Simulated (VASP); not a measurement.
## NaI: single point with PBE

NaI:

```xyz
2
Lattice="0.0000 3.2364 3.2364 3.4791 0.0000 3.2364 3.4791 3.2364 0.0000" Properties=species:S:1:pos:R:3 pbc="T T T"
Na    0.0000    0.0000    0.0000
I     3.4791    3.2364    3.2364
```

This cell differs from its parent crystal: strain +0.0750 x Voigt [1, 0, 0, 0, 0, 0].

```
Program             : VASP 6.6.1
Task                : single point
Functional          : PBE
Potentials or basis : VASP PAW PBE potentials, release 64 (Na_pv, I)
Cutoff              : 500 eV
k mesh              : 6 × 6 × 6
Occupations         : gaussian, width 0.05 eV
Spin                : no spin polarisation
```

```
Pressure               : -0.5 GPa
Band gap on the k mesh : 3.43 eV
```

Stress tensor (GPa, compression positive):
```
-1.15  0.00  0.00
 0.00 -0.12  0.00
 0.00  0.00 -0.12
```

Levels at points of the mesh, in eV from the valence-band top:
```
           k point  band 4  band 5  band 6  band 7  band 8  band 9  band 10  band 11
(0.00, 0.00, 0.00)  -10.89   -0.07   -0.07    0.00    3.43    7.60     8.06     8.06
(0.50, 0.00, 0.00)  -10.64   -1.99   -0.34   -0.23    5.02    7.13     7.61     8.18
(0.50, 0.50, 0.00)  -10.56   -1.72   -0.88   -0.60    4.40    5.60     9.55    10.23
(0.00, 0.50, 0.50)  -10.62   -1.71   -0.60   -0.60    4.46    5.75     9.02    11.06
```

Run time: 28 s on 1 thread of Intel Xeon 8259CL (shared host), peak memory 0.21 GiB.

Caveat: the cell differs from its parent crystal (strain +0.0750 x Voigt [1, 0, 0, 0, 0, 0]); spin-orbit coupling is left out, which moves the levels of the heavy elements.
